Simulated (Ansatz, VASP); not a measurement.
## MoPb3 in VASP and in Ansatz

```
Mo Pb
1.0
     4.68211    0.00000    0.00000
     0.00000    4.68211    0.00000
     0.00000    0.00000    4.68211
Mo Pb
1 3
Direct
  0.00000 0.00000 0.00000
  0.00000 0.50000 0.50000
  0.50000 0.00000 0.50000
  0.50000 0.50000 0.00000
```

Alike in both runs: functional PBE; k mesh 10 × 10 × 10; occupations gaussian, width 0.1 eV; no spin polarisation.

Ansatz relaxed the structure, and its values are those at the end. VASP's run is a single point on that final structure, the one shown.

```csv
,VASP,Ansatz
version,VASP 6.6.1,Ansatz 0.2.0
potentials or method,"VASP PAW PBE potentials, release 64 (Mo_sv, Pb_d), cutoff 520 eV","scalar-relativistic, plane waves, PAW"
valence electrons in the cell,56,56
```

|  | VASP | Ansatz | Ansatz less VASP |
| --- | --- | --- | --- |
| gap on the k mesh at the Fermi level (eV) | none | none | - |
| pressure (GPa) | -0.1 | 0.0 | +0.03 |

A gap of «none» marks a metal or a gap that the smearing closes.

Neither program's run includes spin-orbit coupling.
